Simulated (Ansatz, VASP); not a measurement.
**Pb in VASP and in Ansatz**

```xyz
2
Lattice="3.4800 0.0000 0.0000 -1.7400 3.0138 0.0000 0.0000 0.0000 5.5900" Properties=species:S:1:pos:R:3 pbc="T T T"
Pb    0.0000    2.0092    1.3975
Pb    1.7400    1.0046    4.1925
```

Alike in both runs: task electric field gradients; functional PBE; k mesh 12 × 12 × 7; occupations fermi-dirac, width 0.05 eV; no spin polarisation.

```csv
,VASP,Ansatz
version,VASP 6.6.1,Ansatz 0.2.0
potentials or method,"VASP PAW PBE potentials, release 64 (Pb_d)","PAW with Ansatz's default frozen-core files, scalar-relativistic"
plane-wave cutoff (eV),520,420
valence electrons in the cell,28,28
```

|  | VASP | Ansatz | Ansatz less VASP |
| --- | --- | --- | --- |
| pressure (GPa) | 3.9 | 4.0 | +0.06 |
| traceless stress, the component that is largest in VASP (GPa) | 0.15 | 0.13 | -0.024 |
| size of Vzz on the site where it differs most (V/Å²) | 8.2 | 6.6 | -1.57 |

Spin-orbit coupling is off throughout.
